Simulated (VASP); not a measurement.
# Li3Ta2Sb3 (Pm-3m) in VASP: further runs

The runs below take Li3Ta2Sb3 through single point, relaxation of cell and atoms, with PBE.

Everything below comes from runs of VASP 6.6.1. Logs are shortened: lines on timing, memory, paths and dates and some standing lists are left out, and cuts for length are marked.

## (1) The cell of the first run

The structure is cubic, space group Pm-3m (No. 221). The conventional cell has a = 5.590 Å, b = 5.590 Å, c = 5.590 Å, α = 90.00°, β = 90.00°, γ = 90.00°. Li (site symmetry 4/mmm) has 2 Ta at 2.80 Å and 4 Sb at 2.80 Å within 3.7 Å. Within 3.7 Å of Ta (site symmetry m-3m) lie 6 Sb at 2.80 Å. Ta (site symmetry m-3m) has 6 Li at 2.80 Å within 3.7 Å. Sb (site symmetry 4/mmm) has 4 Li at 2.80 Å and 2 Ta at 2.80 Å within 3.7 Å.

The cell was built from a structure type or drawn by symmetry, and may not be a known phase.

## (2) Single point, PBE

Contents of INCAR:

```
ALGO = Fast
EDIFF = 1E-6
ENCUT = 520
GGA = PE
ISIF = 2
ISMEAR = 0
LASPH = True
LCHARG = True
LELF = True
LREAL = False
LVHAR = True
LWAVE = False
NBANDS = 33
NELM = 80
PREC = Accurate
SIGMA = 0.1
```

Contents of KPOINTS:

```
k-points
0
Gamma
  8 8 8
```

Contents of POSCAR:

```
Li3Ta2Sb3
1.0
    5.5904771714      0.0000000000      0.0000000000
    0.0000000000      5.5904771714      0.0000000000
    0.0000000000      0.0000000000      5.5904771714
Li Ta Sb
3 2 3
Direct
    0.0000000000      0.5000000000      0.5000000000
    0.5000000000      0.0000000000      0.5000000000
    0.5000000000      0.5000000000      0.0000000000
    0.0000000000      0.0000000000      0.0000000000
    0.5000000000      0.5000000000      0.5000000000
    0.5000000000      0.0000000000      0.0000000000
    0.0000000000      0.5000000000      0.0000000000
    0.0000000000      0.0000000000      0.5000000000
```

Potentials or basis: VASP PAW PBE potentials, release 64 (Li_sv, Ta_pv, Sb).

On the command line:

```sh
$ cat potpaw_PBE.64/Li_sv/POTCAR potpaw_PBE.64/Ta_pv/POTCAR potpaw_PBE.64/Sb/POTCAR > POTCAR
$ mpirun -np 1 vasp_std > vasp.out
```

OUTCAR:

```text
EDIFF = 1E-6
   ENCUT = 520
   GGA = PE
   ISIF = 2
   ISMEAR = 0
   LASPH = True
   LREAL = False
   NELM = 80
   PREC = Accurate

 ion  position               nearest neighbor table
   1  0.000  0.500  0.500-   5 2.80   7 2.80   8 2.80   7 2.80   8 2.80   5 2.80
   2  0.500  0.000  0.500-   5 2.80   6 2.80   8 2.80   6 2.80   5 2.80   8 2.80
   3  0.500  0.500  0.000-   5 2.80   6 2.80   7 2.80   5 2.80   6 2.80   7 2.80
   4  0.000  0.000  0.000-   6 2.80   7 2.80   8 2.80   8 2.80   7 2.80   6 2.80
   5  0.500  0.500  0.500-   1 2.80   2 2.80   3 2.80   3 2.80   2 2.80   1 2.80
   6  0.500  0.000  0.000-   2 2.80   3 2.80   4 2.80   2 2.80   3 2.80   4 2.80
   7  0.000  0.500  0.000-   1 2.80   3 2.80   4 2.80   1 2.80   4 2.80   3 2.80
   8  0.000  0.000  0.500-   1 2.80   2 2.80   4 2.80   4 2.80   1 2.80   2 2.80

  LATTYP: Found a simple cubic cell.
 ALAT       =     5.5904771714

  Lattice vectors:

 A1 = (   5.5904771714,   0.0000000000,   0.0000000000)
 A2 = (   0.0000000000,   5.5904771714,   0.0000000000)
 A3 = (   0.0000000000,   0.0000000000,   5.5904771714)

Analysis of symmetry for initial positions (statically):
=====================================================================
 Subroutine PRICEL returns:
 Original cell was already a primitive cell.

 Routine SETGRP: Setting up the symmetry group for a
 simple cubic supercell.

 Subroutine GETGRP returns: Found 48 space group operations
 (whereof 48 operations were pure point group operations)
 out of a pool of 48 trial point group operations.

The static configuration has the point symmetry O_h .

Analysis of symmetry for dynamics (positions and initial velocities):
=====================================================================
 Subroutine PRICEL returns:
 Original cell was already a primitive cell.

 Routine SETGRP: Setting up the symmetry group for a
 simple cubic supercell.

 Subroutine GETGRP returns: Found 48 space group operations
 (whereof 48 operations were pure point group operations)
 out of a pool of 48 trial point group operations.

The dynamic configuration has the point symmetry O_h .

 Subroutine INISYM returns: Found 48 space group operations
 (whereof 48 operations are pure point group operations),
 and found     1 'primitive' translations

[... 112 lines left out ...]
   ISIF   =      2    stress and relaxation
   ISYM   =      2    0-nonsym 1-usesym 2-fastsym
   POTIM  = 0.5000    time-step for ionic-motion
   TEBEG  =    0.0;   TEEND  =   0.0 temperature during run
   PSTRESS=    0.0 pullay stress
   NELECT =      46.0000    total number of electrons
   NUPDOWN=      -1.0000    fix difference up-down
   EMIN   =  10.00;   EMAX   =-10.00  energy-range for DOS
   EFERMI =   0.00;   METHOD = LEGACY
   ISMEAR =     0;   SIGMA  =   0.10  broadening in eV -4-tet -1-fermi 0-gaus
   EFERMI_NEDOS =   21; number of points for ismear=-14 and -15
   IALGO  =     68    algorithm
   IMIX   =      4    mixing-type and parameters
     AMIX     =   0.40;   BMIX     =  1.00
     AMIX_MAG =   1.60;   BMIX_MAG =  1.00
  volume/ion in A,a.u.               =      21.84       147.38
  Fermi-wavevector in a.u.,A,eV,Ry     =   1.049249  1.982793 14.978973  1.100923
  Thomas-Fermi vector in A             =   2.184204
   LORBIT       =      0    0 simple, 1 ext, 2 COOP (PROOUT), +10 PAW based schemes
   GGA     = PE    functional components
   LHFCALC =     F    Hartree Fock is set to
   AEXX    =    0.0000 exact exchange contribution
   IVDW    =     0    specifies the selected vdW correction
   LEPSILON=     F    determine dielectric tensor
   LRPA    =     F    only Hartree local field effects (RPA)
 non-spin polarized calculation
 RMM-DIIS sequential band-by-band and
 Gauss-broadening in eV      SIGMA  =   0.10
  energy-cutoff  :      520.00
  volume of cell :      174.72
 maximum number of plane-waves:      4733
 NGX is ok and might be reduce to    42
   NGX = 21   NGY = 21   NGZ = 21

 number of electron      45.9999961 magnetization

 Free energy of the ion-electron system (eV)
  ---------------------------------------------------
  ext. energy  EPLUGINS =         0.00000000
  ---------------------------------------------------
  free energy    TOTEN  =       -36.88264977 eV

  energy without entropy =      -36.84363929  energy(sigma->0) =      -36.86314453

 E-fermi :   5.2140     XC(G=0):  -9.7761

 val. band max:        5.2126983523   @ k =   0.5000   0.1250   0.1250
 cond. band min:       5.2142825584   @ k =   0.2500   0.1250   0.0000
 fundamental gap:      0.0015842061
 Fermi energy:         5.2139719628

 k-point     1 :       0.0000    0.0000    0.0000
  band No.  band energies     occupation
      1     -40.6977      2.00000
      2     -40.6965      2.00000
      3     -40.6965      2.00000
      4     -30.1601      2.00000
      5     -30.1601      2.00000
      6     -30.1601      2.00000
[... 853 lines left out ...]
     32       8.2406      0.00000
     33       9.1995      0.00000

 [... further k-points ...]

------------------------ aborting loop because EDIFF is reached ----------------------------------------

  FORCE on cell =-STRESS in cart. coord.  units (eV):
  Direction    XX          YY          ZZ          XY          YZ          ZX
  --------------------------------------------------------------------------------------
  -------------------------------------------------------------------------------------
  Total       -0.0038847     -0.0038847     -0.0038847     -0.0000000     -0.0000000      0.0000000
  in kB       -0.0356219     -0.0356219     -0.0356219     -0.0000000     -0.0000000      0.0000000
  external PRESSURE =      -0.0356219 kB  Pullay stress =       0.0000000 kB

 VOLUME and BASIS-vectors are now :
 -----------------------------------------------------------------------------
  energy-cutoff  :      520.00
  volume of cell :      174.72
      direct lattice vectors                 reciprocal lattice vectors
     5.590477171  0.000000000  0.000000000     0.178875607  0.000000000  0.000000000
     0.000000000  5.590477171  0.000000000     0.000000000  0.178875607  0.000000000
     0.000000000  0.000000000  5.590477171     0.000000000  0.000000000  0.178875607

 POSITION                                       TOTAL-FORCE (eV/Angst)
 -----------------------------------------------------------------------------------
      0.00000      2.79524      2.79524         0.000000      0.000000      0.000000
      2.79524      0.00000      2.79524         0.000000      0.000000      0.000000
      2.79524      2.79524      0.00000         0.000000      0.000000      0.000000
      0.00000      0.00000      0.00000         0.000000      0.000000      0.000000
      2.79524      2.79524      2.79524         0.000000      0.000000      0.000000
      2.79524      0.00000      0.00000         0.000000      0.000000      0.000000
      0.00000      2.79524      0.00000         0.000000      0.000000      0.000000
      0.00000      0.00000      2.79524         0.000000      0.000000      0.000000
 -----------------------------------------------------------------------------------
    total drift:                                0.000000      0.000000     -0.000000

  FREE ENERGIE OF THE ION-ELECTRON SYSTEM (eV)
  ---------------------------------------------------
  free  energy   TOTEN  =       -36.8826497658 eV

  energy  without entropy=      -36.8436392866  energy(sigma->0) =      -36.86314453
```

stdout:

```text
POSCAR found type information on POSCAR LiTaSb
 POSCAR found :  3 types and       8 ions
 scaLAPACK will be used
 LDA part: xc-table for (Slater+PW92), standard interpolation
 POSCAR, INCAR and KPOINTS ok, starting setup
 FFT: planning ... GRIDC
 FFT: planning ... GRID_SOFT
 FFT: planning ... GRID
 WAVECAR not read
 entering main loop
```

Wall time 6.3 min (1 thread of Intel Xeon Platinum 8488C (Sapphire Rapids), shared host); peak memory 0.37 GiB.

Results:

```yaml
Free_energy: -36.8826 eV
Band_gap_on_the_k_mesh: zero (bands 23 and 24 overlap by 0.59 eV)
```

Levels at points of the mesh, in eV from the Fermi level:
```tsv
k point	band 21	band 22	band 23	band 24	band 25	band 26
(0.00, 0.00, 0.00)	-0.80	-0.80	-0.23	-0.23	0.18	0.18
(0.50, 0.00, 0.00)	-0.37	-0.37	-0.11	0.13	0.97	1.14
(0.50, 0.50, 0.00)	-1.21	-0.60	0.06	0.16	0.54	0.54
(0.50, 0.50, 0.50)	-0.27	0.35	0.35	0.35	1.11	1.11
```

Caveat: the cutoff is under 1.25 times the usual one of these potentials, so pressure, stress and relaxed cells hold a basis-set (Pulay) error; spin-orbit coupling is left out, which moves the levels of the heavy elements.

## (3) Relaxation of cell and atoms, PBE

This run uses another cell than the first one, of 21.94 Å³/atom.

Contents of INCAR:

```
PREC     = Accurate       # precision mode
ENCUT    = 600            # plane-wave cutoff, eV
EDIFF    = 1E-6           # SCF threshold, eV
ISMEAR   = 0              # smearing method
SIGMA    = 0.1            # smearing width, eV
LREAL    = F              # projectors in reciprocal space
LASPH    = T              # aspherical terms in the spheres
NELM     = 60             # most SCF steps
ALGO     = Fast           # electronic algorithm
ISIF     = 3              # what is computed and relaxed
LWAVE    = F              # write WAVECAR
LCHARG   = F              # write CHGCAR
GGA      = PE             # functional
IBRION   = 2              # ionic algorithm
NSW      = 100            # ionic steps
EDIFFG   = -0.01          # ionic threshold
```

Contents of KPOINTS:

```
Automatic mesh
0
Gamma
  8 8 8
```

Changes to POSCAR since step 2:

```diff
@@ -2,5 +2,5 @@
 1.0
-    5.5904771714      0.0000000000      0.0000000000
-    0.0000000000      5.5904771714      0.0000000000
-    0.0000000000      0.0000000000      5.5904771714
+    5.5993566500      0.0000000000      0.0000000000
+    0.0000000000      5.5993566500      0.0000000000
+    0.0000000000      0.0000000000      5.5993566500
 Li Ta Sb
```

Potentials or basis: VASP PAW PBE potentials, release 64 (Li_sv, Ta_pv, Sb).

On the command line:

```sh
$ cat potpaw_PBE.64/Li_sv/POTCAR potpaw_PBE.64/Ta_pv/POTCAR potpaw_PBE.64/Sb/POTCAR > POTCAR
$ mpirun -np 1 vasp_std > vasp.out
```

OUTCAR:

```text
PREC = Accurate
   ENCUT = 600
   EDIFF = 1E-6
   ISMEAR = 0
   LREAL = F
   LASPH = T
   NELM = 60
   ISIF = 3
   GGA = PE
   IBRION = 2
   NSW = 100
   EDIFFG = -0.01

 ion  position               nearest neighbor table
   1  0.000  0.500  0.500-   5 2.80   7 2.80   8 2.80   7 2.80   8 2.80   5 2.80
   2  0.500  0.000  0.500-   5 2.80   6 2.80   8 2.80   6 2.80   5 2.80   8 2.80
   3  0.500  0.500  0.000-   5 2.80   6 2.80   7 2.80   5 2.80   6 2.80   7 2.80
   4  0.000  0.000  0.000-   6 2.80   7 2.80   8 2.80   8 2.80   7 2.80   6 2.80
   5  0.500  0.500  0.500-   1 2.80   2 2.80   3 2.80   3 2.80   2 2.80   1 2.80
   6  0.500  0.000  0.000-   2 2.80   3 2.80   4 2.80   2 2.80   3 2.80   4 2.80
   7  0.000  0.500  0.000-   1 2.80   3 2.80   4 2.80   1 2.80   4 2.80   3 2.80
   8  0.000  0.000  0.500-   1 2.80   2 2.80   4 2.80   4 2.80   1 2.80   2 2.80

  LATTYP: Found a simple cubic cell.
 ALAT       =     5.5993566500

  Lattice vectors:

 A1 = (   5.5993566500,   0.0000000000,   0.0000000000)
 A2 = (   0.0000000000,   5.5993566500,   0.0000000000)
[... 249 lines left out ...]

 k-point     1 :       0.0000    0.0000    0.0000
  band No.  band energies     occupation
      1     -40.6843      2.00000
      2     -40.6833      2.00000
      3     -40.6833      2.00000
      4     -30.1428      2.00000
      5     -30.1428      2.00000
      6     -30.1428      2.00000
[... 733 lines left out ...]
     27       6.3895      0.00000
     28       6.5155      0.00000

 [... further k-points ...]

------------------------ aborting loop because EDIFF is reached ----------------------------------------

  FORCE on cell =-STRESS in cart. coord.  units (eV):
  Direction    XX          YY          ZZ          XY          YZ          ZX
  --------------------------------------------------------------------------------------
  -------------------------------------------------------------------------------------
  Total        0.0607419      0.0607419      0.0607419      0.0000000     -0.0000000      0.0000000
  in kB        0.5578375      0.5578375      0.5578375      0.0000000     -0.0000000      0.0000000
  external PRESSURE =       0.5578375 kB  Pullay stress =       0.0000000 kB

 VOLUME and BASIS-vectors are now :
 -----------------------------------------------------------------------------
  energy-cutoff  :      600.00
  volume of cell :      174.46
      direct lattice vectors                 reciprocal lattice vectors
     5.587665215 -0.000000000 -0.000000000     0.178965625  0.000000000 -0.000000000
    -0.000000000  5.587665215 -0.000000000     0.000000000  0.178965625 -0.000000000
     0.000000000  0.000000000  5.587665215     0.000000000  0.000000000  0.178965625

 POSITION                                       TOTAL-FORCE (eV/Angst)
 -----------------------------------------------------------------------------------
      0.00000      2.79383      2.79383         0.000000      0.000000      0.000000
      2.79383     -0.00000      2.79383         0.000000      0.000000      0.000000
      2.79383      2.79383     -0.00000        -0.000000     -0.000000      0.000000
      0.00000      0.00000      0.00000        -0.000000     -0.000000      0.000000
      2.79383      2.79383      2.79383         0.000000      0.000000      0.000000
      2.79383     -0.00000     -0.00000        -0.000000     -0.000000      0.000000
     -0.00000      2.79383     -0.00000        -0.000000     -0.000000      0.000000
      0.00000      0.00000      2.79383        -0.000000     -0.000000      0.000000
 -----------------------------------------------------------------------------------
    total drift:                                0.000000     -0.000000     -0.000000

  FREE ENERGIE OF THE ION-ELECTRON SYSTEM (eV)
  ---------------------------------------------------
  free  energy   TOTEN  =       -36.8834433726 eV

  energy  without entropy=      -36.8445135880  energy(sigma->0) =      -36.86397848

 reached required accuracy - stopping structural energy minimisation
```

OSZICAR:

```text
N       E                     dE             d eps       ncg     rms          rms(c)
DAV:   1     0.376995132003E+03    0.37700E+03   -0.22624E+04  2120   0.171E+03
DAV:   2    -0.347409146806E+01   -0.38047E+03   -0.37137E+03  2220   0.408E+02
DAV:   3    -0.353633428828E+02   -0.31889E+02   -0.31030E+02  3056   0.848E+01
[... 68 lines left out ...]
RMM:  10    -0.368834387474E+02   -0.31236E-05   -0.35340E-05  2408   0.271E-02    0.247E-03
RMM:  11    -0.368834406624E+02   -0.19150E-05   -0.15993E-05  1928   0.230E-02    0.923E-04
RMM:  12    -0.368834417283E+02   -0.10660E-05   -0.16402E-05  1942   0.215E-02    0.194E-03
RMM:  13    -0.368834425981E+02   -0.86971E-06   -0.10336E-05  1736   0.198E-02    0.188E-03
RMM:  14    -0.368834433726E+02   -0.77454E-06   -0.89657E-06  1561   0.187E-02
   2 F= -.36883443E+02 E0= -.36863978E+02  d E =-.925116E-03
```

CONTCAR:

```text
Li3Ta2Sb3
   1.00000000000000
     5.5876652145077932   -0.0000000000000000   -0.0000000000000000
    -0.0000000000000000    5.5876652145077932   -0.0000000000000000
     0.0000000000000000    0.0000000000000000    5.5876652145077932
  Li              Ta              Sb
     3     2     3
Direct
     0.0000000000000000    0.5000000000000000    0.5000000000000000
     0.5000000000000000    0.0000000000000000    0.5000000000000000
     0.5000000000000000    0.5000000000000000    0.0000000000000000
     0.0000000000000000    0.0000000000000000    0.0000000000000000
     0.5000000000000000    0.5000000000000000    0.5000000000000000
     0.5000000000000000    0.0000000000000000    0.0000000000000000
     0.0000000000000000    0.5000000000000000    0.0000000000000000
     0.0000000000000000    0.0000000000000000    0.5000000000000000

  0.00000000E+00  0.00000000E+00  0.00000000E+00
  0.00000000E+00  0.00000000E+00  0.00000000E+00
  0.00000000E+00  0.00000000E+00  0.00000000E+00
  0.00000000E+00  0.00000000E+00  0.00000000E+00
  0.00000000E+00  0.00000000E+00  0.00000000E+00
  0.00000000E+00  0.00000000E+00  0.00000000E+00
  0.00000000E+00  0.00000000E+00  0.00000000E+00
  0.00000000E+00  0.00000000E+00  0.00000000E+00
```

It took 17 min on 1 thread of Intel Xeon Platinum 8488C (Sapphire Rapids), shared host; peak memory 0.5 GiB.

Results:

```yaml
Free_energy: -36.8834 eV
Relaxed_volume: 21.81 Å³/atom
Relaxed_cell: a = 5.588 Å, b = 5.588 Å, c = 5.588 Å, α = 90.00°, β = 90.00°, γ = 90.00°
Space_group_after_relaxing_to_0.1_Å: Pm-3m (No. 221)
Energy_gained_by_relaxing: 0.1 meV/atom
Ionic_steps: 2
Pressure_after_relaxing: 0.1 GPa
Band_gap_on_the_k_mesh: zero (bands 23 and 24 overlap by 0.59 eV)
```

Step by step:
| step | energy change (eV) | largest force (eV/Å) | pressure (GPa) | volume (Å³) |
| --- | --- | --- | --- | --- |
| 1 | 0.0000 | 0.0000 | -0.32 | 175.56 |
| 2 | -0.0009 | 0.0000 | 0.06 | 174.46 |

Final structure:
```
CELL_PARAMETERS angstrom
5.58767 0.00000 0.00000
0.00000 5.58767 0.00000
0.00000 0.00000 5.58767
ATOMIC_POSITIONS crystal
Li 0.00000 0.50000 0.50000
Li 0.50000 0.00000 0.50000
Li 0.50000 0.50000 0.00000
Ta 0.00000 0.00000 0.00000
Ta 0.50000 0.50000 0.50000
Sb 0.50000 0.00000 0.00000
Sb 0.00000 0.50000 0.00000
Sb 0.00000 0.00000 0.50000
```

Levels at points of the mesh, in eV from the Fermi level:
```tsv
k point	band 21	band 22	band 23	band 24	band 25	band 26
(0.00, 0.00, 0.00)	-0.81	-0.81	-0.23	-0.23	0.19	0.19
(0.50, 0.00, 0.00)	-0.37	-0.37	-0.11	0.13	0.97	1.15
(0.50, 0.50, 0.00)	-1.21	-0.60	0.06	0.16	0.54	0.54
(0.50, 0.50, 0.50)	-0.27	0.36	0.36	0.36	1.11	1.11
```

Caveat: the cutoff is under 1.25 times the usual one of these potentials, so pressure, stress and relaxed cells hold a basis-set (Pulay) error; spin-orbit coupling is left out, which moves the levels of the heavy elements.
